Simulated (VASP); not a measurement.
RbBr: single point with LDA

The system is RbBr.

```xyz
2
Lattice="0.0000 3.4721 3.4721 3.4721 0.0000 3.4721 3.4721 3.4721 0.0000" Properties=species:S:1:pos:R:3 pbc="T T T"
Rb    0.0000    0.0000    0.0000
Br    3.4721    3.4721    3.4721
```

- Program: VASP 6.6.1
- Task: single point
- Functional: LDA
- Potentials or basis: VASP PAW LDA potentials, release 64 (Rb_sv, Br)
- Cutoff: 500 eV
- k mesh: 4 × 4 × 4
- Occupations: gaussian, width 0.01 eV
- Spin: no spin polarisation

```json
{"Pressure": "-1.6 GPa", "Band gap on the k mesh": "3.87 eV, direct"}
```

Levels at points of the mesh, in eV from the valence-band top:
```
           k point  band 5  band 6  band 7  band 8  band 9  band 10  band 11  band 12
(0.00, 0.00, 0.00)   -8.49    0.00    0.00    0.00    3.87     7.02     7.02     7.02
(0.50, 0.00, 0.00)   -8.46   -0.99   -0.34   -0.34    6.36     7.27     9.14     9.14
(0.50, 0.50, 0.00)   -8.56   -0.49   -0.16   -0.16    5.34     6.65     8.63     8.98
```

Run time: 11 s on 1 thread of Intel Xeon 8259CL, with other jobs on the host, peak memory 0.17 GiB.
